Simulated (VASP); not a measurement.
# C2N3 (P6/mmm) in VASP: further runs

The runs below take C2N3 through single point, relaxation of cell and atoms, with PBE.

Everything below comes from runs of VASP 6.6.1. Logs are shortened: lines on timing, memory, paths and dates and some standing lists are left out, and cuts for length are marked.

**1. The cell of the first run**

It takes space group P6/mmm (No. 191, hexagonal). The conventional cell has a = 6.045 Å, b = 6.045 Å, c = 7.033 Å, α = 90.00°, β = 90.00°, γ = 120.00°. Within 1.6 Å of C (site symmetry 3m) lie 1 N at 1.17 Å and 1 C at 1.37 Å. N (site symmetry 6mm) has 1 N at 1.10 Å within 1.5 Å. Within 1.6 Å of N (site symmetry 3m) lie 1 C at 1.17 Å.

**2. Single point, PBE**

INCAR reads:

```
  ALGO = Normal
  EDIFF = 1E-7
  ENCUT = 520
  GGA = PE
  ISIF = 2
  ISMEAR = 0
  LASPH = True
  LCHARG = False
  LREAL = False
  LWAVE = False
  NBANDS = 34
  NELM = 60
  PREC = Accurate
  SIGMA = 0.2
```

KPOINTS reads:

```
k-points
0
Gamma
  4 4 3
```

POSCAR reads:

```
C2N3
1.0
    6.0445812897     -0.0000000033      0.0000000000
   -3.0222906420      5.2347609538      0.0000000000
    0.0000000000      0.0000000000      7.0334493248
C N
4 6
Direct
    0.3333333333      0.6666666667      0.0975774603
    0.3333333333      0.6666666667      0.9024225397
    0.6666666667      0.3333333333      0.0975774603
    0.6666666667      0.3333333333      0.9024225397
    0.0000000000      0.0000000000      0.5782806125
    0.0000000000      0.0000000000      0.4217193875
    0.3333333333      0.6666666667      0.2634421480
    0.3333333333      0.6666666667      0.7365578520
    0.6666666667      0.3333333333      0.2634421480
    0.6666666667      0.3333333333      0.7365578520
```

Potentials or basis: VASP PAW PBE potentials, release 64 (C, N).

Run with:

```console
$ cat potpaw_PBE.64/C/POTCAR potpaw_PBE.64/N/POTCAR > POTCAR
$ mpirun -np 1 vasp_std > vasp.out
```

OUTCAR:

```text
EDIFF = 1E-7
   ENCUT = 520
   GGA = PE
   ISIF = 2
   ISMEAR = 0
   LASPH = True
   LREAL = False
   NELM = 60
   PREC = Accurate

 ion  position               nearest neighbor table
   1  0.333  0.667  0.098-   7 1.17   2 1.37
   2  0.333  0.667  0.902-   8 1.17   1 1.37
   3  0.667  0.333  0.098-   9 1.17   4 1.37
   4  0.667  0.333  0.902-  10 1.17   3 1.37
   5  0.000  0.000  0.578-   6 1.10
   6  0.000  0.000  0.422-   5 1.10
   7  0.333  0.667  0.263-   1 1.17
   8  0.333  0.667  0.737-   2 1.17
   9  0.667  0.333  0.263-   3 1.17
  10  0.667  0.333  0.737-   4 1.17

  LATTYP: Found a hexagonal cell.
 ALAT       =     6.0445812897
 C/A-ratio  =     1.1635957873

  Lattice vectors:

 A1 = (   6.0445812897,  -0.0000000033,   0.0000000000)
 A2 = (  -3.0222906420,   5.2347609538,   0.0000000000)
 A3 = (   0.0000000000,   0.0000000000,   7.0334493248)

Analysis of symmetry for initial positions (statically):
=====================================================================
 Subroutine PRICEL returns:
 Original cell was already a primitive cell.

 Routine SETGRP: Setting up the symmetry group for a
 hexagonal supercell.

 Subroutine GETGRP returns: Found 24 space group operations
 (whereof 24 operations were pure point group operations)
 out of a pool of 24 trial point group operations.

The static configuration has the point symmetry D_6h.

Analysis of symmetry for dynamics (positions and initial velocities):
=====================================================================
 Subroutine PRICEL returns:
 Original cell was already a primitive cell.

 Routine SETGRP: Setting up the symmetry group for a
 hexagonal supercell.

 Subroutine GETGRP returns: Found 24 space group operations
 (whereof 24 operations were pure point group operations)
 out of a pool of 24 trial point group operations.

The dynamic configuration has the point symmetry D_6h.

 Subroutine INISYM returns: Found 24 space group operations
 (whereof 24 operations are pure point group operations),
 and found     1 'primitive' translations

----------------------------------------------------------------------------------------

                                     Primitive cell

  volume of cell :     222.5520

  direct lattice vectors                    reciprocal lattice vectors
     6.044581290 -0.000000003  0.000000000     0.165437431  0.095515345  0.000000000
    -3.022290642  5.234760954  0.000000000     0.000000000  0.191030691  0.000000000
     0.000000000  0.000000000  7.033449325     0.000000000  0.000000000  0.142177750

  length of vectors
     6.044581290  6.044581290  7.033449325     0.191030691  0.191030691  0.142177750

  position of ions in fractional coordinates (direct lattice)
     0.333333333  0.666666667  0.097577460
     0.333333333  0.666666667  0.902422540
     0.666666667  0.333333333  0.097577460
     0.666666667  0.333333333  0.902422540
     0.000000000  0.000000000  0.578280613
     0.000000000  0.000000000  0.421719387
     0.333333333  0.666666667  0.263442148
     0.333333333  0.666666667  0.736557852
     0.666666667  0.333333333  0.263442148
     0.666666667  0.333333333  0.736557852

  ion indices of the primitive-cell ions
   primitive index   ion index
                 1           1
                 2           2
                 3           3
                 4           4
                 5           5
                 6           6
                 7           7
                 8           8
                 9           9
                10          10

----------------------------------------------------------------------------------------

 KPOINTS: k-points

Automatic generation of k-mesh.
 Grid dimensions read from file:
 generate k-points for:    4    4    3

 Generating k-lattice:

  Cartesian coordinates                     Fractional coordinates (reciprocal lattice)
     0.041359358  0.023878836  0.000000000     0.250000000  0.000000000  0.000000000
     0.000000000  0.047757673  0.000000000     0.000000000  0.250000000  0.000000000
     0.000000000  0.000000000  0.047392583     0.000000000  0.000000000  0.333333333

  Length of vectors
     0.047757673  0.047757673  0.047392583

  Shift w.r.t. Gamma in fractional coordinates (k-lattice)
     0.000000000  0.000000000  0.000000000

 Subroutine IBZKPT returns following result:
 ===========================================

 Found      8 irreducible k-points:

 Following reciprocal coordinates:
            Coordinates               Weight
  0.000000  0.000000  0.000000      1.000000
  0.250000  0.000000  0.000000      6.000000
  0.500000  0.000000  0.000000      3.000000
  0.250000  0.250000  0.000000      6.000000
  0.000000  0.000000  0.333333      2.000000
  0.250000  0.000000  0.333333     12.000000
  0.500000  0.000000  0.333333      6.000000
  0.250000  0.250000  0.333333     12.000000
   k-points           NKPTS =      8   k-points in BZ     NKDIM =      8   number of bands    NBANDS=     34
   number of dos      NEDOS =    301   number of ions     NIONS =     10
   total plane-waves  NPLWV = 124416
   dimension x,y,z NGX =    48 NGY =   48 NGZ =   54
   dimension x,y,z NGXF=    96 NGYF=   96 NGZF=  108
   ions per type =               4   6
   NGX,Y,Z   is equivalent  to a cutoff of  13.20, 13.20, 12.76 a.u.
   NGXF,Y,Z  is equivalent  to a cutoff of  26.40, 26.40, 25.53 a.u.
 SYSTEM =  unknown system
   PREC   = accura    normal or accurate (medium, high low for compatibility)
   ISTART =      0    job   : 0-new  1-cont  2-samecut
   ICHARG =      2    charge: 1-file 2-atom 10-const
   ISPIN  =      1    spin polarized calculation?
   LNONCOLLINEAR =      F non collinear calculations
   LSORBIT =      F    spin-orbit coupling
   LASPH  =      T    aspherical Exc in radial PAW
   ENCUT  =  520.0 eV  38.22 Ry    6.18 a.u.  11.24 11.24 13.08*2*pi/ulx,y,z
   NELM   =     60;   NELMIN=  2; NELMDL= -5     # of ELM steps
   EDIFF  = 0.1E-06   stopping-criterion for ELM
   LREAL  =      F    real-space projection
   EDIFFG = 0.1E-05   stopping-criterion for IOM
   NSW    =      0    number of steps for IOM
   IBRION =     -1    ionic relax: 0-MD 1-quasi-New 2-CG
   NFREE  =      0    steps in history (QN), initial steepest desc. (CG)
   ISIF   =      2    stress and relaxation
   ISYM   =      2    0-nonsym 1-usesym 2-fastsym
   POTIM  = 0.5000    time-step for ionic-motion
   TEBEG  =    0.0;   TEEND  =   0.0 temperature during run
   PSTRESS=    0.0 pullay stress
   NELECT =      46.0000    total number of electrons
   NUPDOWN=      -1.0000    fix difference up-down
   EMIN   =  10.00;   EMAX   =-10.00  energy-range for DOS
   EFERMI =   0.00;   METHOD = LEGACY
   ISMEAR =     0;   SIGMA  =   0.20  broadening in eV -4-tet -1-fermi 0-gaus
   EFERMI_NEDOS =   21; number of points for ismear=-14 and -15
   IALGO  =     38    algorithm
   IMIX   =      4    mixing-type and parameters
     AMIX     =   0.40;   BMIX     =  1.00
     AMIX_MAG =   1.60;   BMIX_MAG =  1.00
  volume/ion in A,a.u.               =      22.26       150.19
  Fermi-wavevector in a.u.,A,eV,Ry     =   0.967944  1.829149 12.747514  0.936916
  Thomas-Fermi vector in A             =   2.097872
   LORBIT       =      0    0 simple, 1 ext, 2 COOP (PROOUT), +10 PAW based schemes
   GGA     = PE    functional components
   LHFCALC =     F    Hartree Fock is set to
   AEXX    =    0.0000 exact exchange contribution
   IVDW    =     0    specifies the selected vdW correction
   LEPSILON=     F    determine dielectric tensor
   LRPA    =     F    only Hartree local field effects (RPA)
 non-spin polarized calculation
 Gauss-broadening in eV      SIGMA  =   0.20
  energy-cutoff  :      520.00
  volume of cell :      222.55
 maximum number of plane-waves:      6015
 NGX is ok and might be reduce to    48
   NGX = 23   NGY = 23   NGZ = 27

 number of electron      46.0000012 magnetization

 Free energy of the ion-electron system (eV)
  ---------------------------------------------------
  ext. energy  EPLUGINS =         0.00000000
  ---------------------------------------------------
  free energy    TOTEN  =       -80.88077235 eV

  energy without entropy =      -80.88077235  energy(sigma->0) =      -80.88077235

 E-fermi :  -4.3376     XC(G=0):  -6.3230

 val. band max:       -5.2686616147   @ k =   0.2500   0.2500   0.0000
 cond. band min:      -0.5941680004   @ k =   0.2500   0.2500   0.0000
 fundamental gap:      4.6744936143
 Fermi energy:        -4.3376024465

 k-point     1 :       0.0000    0.0000    0.0000
  band No.  band energies     occupation
      1     -24.3814      2.00000
      2     -20.9924      2.00000
      3     -20.8289      2.00000
      4     -20.4493      2.00000
      5     -20.3348      2.00000
      6     -15.3402      2.00000
[... 26 lines left out ...]
     33       5.1950      0.00000
     34       5.7055      0.00000

 k-point     2 :       0.2500    0.0000    0.0000
  band No.  band energies     occupation
      1     -24.3812      2.00000
      2     -20.9719      2.00000
      3     -20.8500      2.00000
      4     -20.4348      2.00000
      5     -20.3494      2.00000
      6     -15.3203      2.00000
[... 26 lines left out ...]
     33       5.2180      0.00000
     34       5.5916      0.00000

 k-point     3 :       0.5000    0.0000    0.0000
  band No.  band energies     occupation
      1     -24.3811      2.00000
      2     -20.9385      2.00000
      3     -20.8839      2.00000
      4     -20.4112      2.00000
      5     -20.3730      2.00000
      6     -15.2878      2.00000
[... 26 lines left out ...]
     33       5.1581      0.00000
     34       5.1807      0.00000
[... 112 lines left out ...]
 k-point     7 :       0.5000    0.0000    0.3333
  band No.  band energies     occupation
      1     -24.3812      2.00000
      2     -20.9337      2.00000
      3     -20.8794      2.00000
      4     -20.4179      2.00000
      5     -20.3793      2.00000
      6     -15.2821      2.00000
[... 26 lines left out ...]
     33       4.8071      0.00000
     34       4.8383      0.00000

 k-point     8 :       0.2500    0.2500    0.3333
  band No.  band energies     occupation
      1     -24.3811      2.00000
      2     -20.9336      2.00000
      3     -20.8793      2.00000
      4     -20.4179      2.00000
      5     -20.3793      2.00000
      6     -15.2821      2.00000
[... 26 lines left out ...]
     33       4.9937      0.00000
     34       5.1155      0.00000

------------------------ aborting loop because EDIFF is reached ----------------------------------------

  FORCE on cell =-STRESS in cart. coord.  units (eV):
  Direction    XX          YY          ZZ          XY          YZ          ZX
  --------------------------------------------------------------------------------------
  -------------------------------------------------------------------------------------
  Total        0.9175403      0.9175403      4.2645098     -0.0000000     -0.0000000     -0.0000000
  in kB        6.6054785      6.6054785     30.7006985     -0.0000000     -0.0000000     -0.0000000
  external PRESSURE =      14.6372185 kB  Pullay stress =       0.0000000 kB

 VOLUME and BASIS-vectors are now :
 -----------------------------------------------------------------------------
  energy-cutoff  :      520.00
  volume of cell :      222.55
      direct lattice vectors                 reciprocal lattice vectors
     6.044581290 -0.000000003  0.000000000     0.165437431  0.095515345  0.000000000
    -3.022290642  5.234760954  0.000000000     0.000000000  0.191030691  0.000000000
     0.000000000  0.000000000  7.033449325     0.000000000  0.000000000  0.142177750

 POSITION                                       TOTAL-FORCE (eV/Angst)
 -----------------------------------------------------------------------------------
      0.00000      3.48984      0.68631         0.000000      0.000000     -0.405973
      0.00000      3.48984      6.34714        -0.000000      0.000000      0.405973
      3.02229      1.74492      0.68631         0.000000      0.000000     -0.405973
      3.02229      1.74492      6.34714        -0.000000      0.000000      0.405973
      0.00000      0.00000      4.06731        -0.000000     -0.000000      1.777724
      0.00000      0.00000      2.96614        -0.000000      0.000000     -1.777724
      0.00000      3.48984      1.85291        -0.000000     -0.000000      0.356845
      0.00000      3.48984      5.18054        -0.000000      0.000000     -0.356845
      3.02229      1.74492      1.85291        -0.000000     -0.000000      0.356845
      3.02229      1.74492      5.18054         0.000000     -0.000000     -0.356845
 -----------------------------------------------------------------------------------
    total drift:                               -0.000000      0.000000      0.000000

  FREE ENERGIE OF THE ION-ELECTRON SYSTEM (eV)
  ---------------------------------------------------
  free  energy   TOTEN  =       -80.8807723491 eV

  energy  without entropy=      -80.8807723491  energy(sigma->0) =      -80.88077235
```

Wall time 70 s (1 thread of Intel Xeon Platinum 8559C (Emerald Rapids), shared host); peak memory 0.34 GiB.

What came out:

| Quantity | Value |
| --- | --- |
| Free energy | -80.8808 eV |
| Pressure | 1.5 GPa |
| Largest force | 1.778 eV/Å |
| Band gap on the k mesh | 4.67 eV |

Forces in eV/Å, atoms in the order of the input:
```
C    0.000  0.000 -0.406
C    0.000  0.000  0.406
C    0.000  0.000 -0.406
C    0.000  0.000  0.406
N    0.000  0.000  1.778
N    0.000  0.000 -1.778
N    0.000  0.000  0.357
N    0.000  0.000 -0.357
N    0.000  0.000  0.357
N    0.000  0.000 -0.357
```

Stress tensor (GPa, compression positive):
```
0.66 0.00 0.00
0.00 0.66 0.00
0.00 0.00 3.07
```

Caveat: the standard files for N, O and F lose accuracy on very short bonds; this functional lacks dispersion, which holds the molecules together, so the pressure and a relaxed volume are unreliable; an odd mesh through Γ misses points on the zone boundary, where band edges can lie; forces of over 1 eV/Å act on the atoms, so gaps and moduli don't describe the material at rest.

**3. Single point, PBE**

This run uses another cell than the first one, of 35.19 Å³/atom.

INCAR reads:

```
SYSTEM = C2N3
ALGO = Normal
EDIFF = 1E-6
ENCUT = 520
GGA = PE
ISIF = 2
ISMEAR = 0
LASPH = .True.
LCHARG = .True.
LELF = .True.
LREAL = .False.
LVHAR = .True.
LWAVE = .False.
NBANDS = 34
NELM = 100
PREC = Accurate
SIGMA = 0.02
```

KPOINTS reads:

```
k-points
0
Gamma
  6 6 4
  0 0 0
```

POSCAR reads:

```
C2N3
1.0
    7.1924547220      0.0000000000      0.0000000000
   -3.5962273610      6.2288485048      0.0000000000
    0.0000000000      0.0000000000      7.8551385512
C N
4 6
Direct
    0.3333333333      0.6666666667      0.0875002161
    0.3333333333      0.6666666667      0.9124997839
    0.6666666667      0.3333333333      0.0875002161
    0.6666666667      0.3333333333      0.9124997839
    0.0000000000      0.0000000000      0.5701299820
    0.0000000000      0.0000000000      0.4298700180
    0.3333333333      0.6666666667      0.2360454349
    0.3333333333      0.6666666667      0.7639545651
    0.6666666667      0.3333333333      0.2360454349
    0.6666666667      0.3333333333      0.7639545651
```

Potentials or basis: VASP PAW PBE potentials, release 64 (C, N).

Run with:

```console
$ cat potpaw_PBE.64/C/POTCAR potpaw_PBE.64/N/POTCAR > POTCAR
$ mpirun -np 1 vasp_std > vasp.out
```

Wall time 5.8 min (1 thread of Intel Xeon Platinum 8559C (Emerald Rapids), shared host); peak memory 0.52 GiB.

The run converged. Its results:

- Free energy: -81.0589 eV
- Pressure: 0.5 GPa
- Largest force: 1.745 eV/Å
- Band gap on the k mesh: 5.25 eV

Forces in eV/Å, atoms in the order of the input:
```
C    0.000  0.000 -0.409
C    0.000  0.000  0.409
C    0.000  0.000 -0.409
C    0.000  0.000  0.409
N    0.000  0.000  1.745
N    0.000  0.000 -1.745
N    0.000  0.000  0.364
N    0.000  0.000 -0.364
N    0.000  0.000  0.364
N    0.000  0.000 -0.364
```

Stress tensor (GPa, compression positive):
```
-0.03  0.00  0.00
 0.00 -0.03  0.00
 0.00  0.00  1.47
```

Levels at points of the mesh, in eV from the valence-band top:
| k point | band 19 | band 20 | band 21 | band 22 | band 23 | band 24 | band 25 | band 26 | band 27 | band 28 |
| --- | --- | --- | --- | --- | --- | --- | --- | --- | --- | --- |
| (0.00, 0.00, 0.00) | -0.79 | -0.20 | -0.20 | -0.03 | -0.03 | 5.30 | 5.30 | 5.57 | 5.57 | 7.41 |
| (0.50, 0.00, 0.00) | -0.81 | -0.22 | -0.16 | -0.07 | -0.01 | 5.27 | 5.35 | 5.51 | 5.60 | 7.38 |
| (0.00, 0.00, 0.50) | -0.72 | -0.21 | -0.21 | -0.03 | -0.03 | 5.35 | 5.35 | 5.59 | 5.59 | 7.40 |
| (0.50, 0.00, 0.50) | -0.74 | -0.23 | -0.16 | -0.07 | -0.01 | 5.32 | 5.40 | 5.54 | 5.63 | 7.35 |

Caveat: the standard files for N, O and F lose accuracy on very short bonds; this functional lacks dispersion, which holds the molecules together, so the pressure and a relaxed volume are unreliable; forces of over 1 eV/Å act on the atoms, so gaps and moduli don't describe the material at rest.

**4. Single point, PBE**

This run uses another cell than the first one, of 40.64 Å³/atom.

INCAR reads:

```
SYSTEM = C2N3
  ALGO = Normal
  EDIFF = 1E-6
  ENCUT = 520
  GGA = PE
  ISIF = 2
  ISMEAR = 0
  LASPH = .True.
  LCHARG = .True.
  LELF = .True.
  LREAL = .False.
  LVHAR = .True.
  LWAVE = .False.
  NBANDS = 34
  NELM = 100
  PREC = Accurate
  SIGMA = 0.01
```

KPOINTS is that of step 3.

POSCAR reads:

```
C2N3
1.0
    7.6858721249      0.0000000000      0.0000000000
   -3.8429360624      6.6561605104      0.0000000000
    0.0000000000      0.0000000000      7.9435860351
C N
4 6
Direct
    0.3333333333      0.6666666667      0.0865295839
    0.3333333333      0.6666666667      0.9134704161
    0.6666666667      0.3333333333      0.0865295839
    0.6666666667      0.3333333333      0.9134704161
    0.0000000000      0.0000000000      0.5693538963
    0.0000000000      0.0000000000      0.4306461037
    0.3333333333      0.6666666667      0.2334069801
    0.3333333333      0.6666666667      0.7665930199
    0.6666666667      0.3333333333      0.2334069801
    0.6666666667      0.3333333333      0.7665930199
```

Run with:

```console
$ cat potpaw_PBE.64/C/POTCAR potpaw_PBE.64/N/POTCAR > POTCAR
$ mpirun -np 1 vasp_std > vasp.out
```

Run time: 5.6 min. Hardware: 1 thread of Intel Xeon Platinum 8559C (Emerald Rapids), shared host; peak memory 0.63 GiB.

Results (log left out):

| Quantity | Value |
| --- | --- |
| Free energy | -81.0653 eV |
| Pressure | 0.4 GPa |
| Largest force | 1.744 eV/Å |
| Band gap on the k mesh | 5.36 eV |

Forces on the atoms (eV/Å):
```
C    0.000  0.000 -0.409
C    0.000  0.000  0.409
C    0.000  0.000 -0.409
C    0.000  0.000  0.409
N    0.000  0.000  1.744
N    0.000  0.000 -1.744
N    0.000  0.000  0.364
N    0.000  0.000 -0.364
N    0.000  0.000  0.364
N    0.000  0.000 -0.364
```

Stress tensor (GPa, compression positive):
```
-0.05  0.00  0.00
 0.00 -0.05  0.00
 0.00  0.00  1.28
```

Levels at points of the mesh, in eV from the valence-band top:
| k point | band 19 | band 20 | band 21 | band 22 | band 23 | band 24 | band 25 | band 26 | band 27 | band 28 |
| --- | --- | --- | --- | --- | --- | --- | --- | --- | --- | --- |
| (0.00, 0.00, 0.00) | -0.80 | -0.12 | -0.12 | -0.02 | -0.02 | 5.40 | 5.40 | 5.57 | 5.57 | 7.38 |
| (0.50, 0.00, 0.00) | -0.81 | -0.13 | -0.10 | -0.04 | -0.01 | 5.37 | 5.43 | 5.53 | 5.60 | 7.37 |
| (0.00, 0.00, 0.50) | -0.71 | -0.13 | -0.13 | -0.02 | -0.02 | 5.44 | 5.44 | 5.60 | 5.60 | 7.37 |
| (0.50, 0.00, 0.50) | -0.72 | -0.14 | -0.10 | -0.05 | -0.01 | 5.42 | 5.47 | 5.56 | 5.62 | 7.33 |

Caveat: the standard files for N, O and F lose accuracy on very short bonds; this functional lacks dispersion, which holds the molecules together, so the pressure and a relaxed volume are unreliable; forces of over 1 eV/Å act on the atoms, so gaps and moduli don't describe the material at rest.

(Continued in part 2 of 2.)
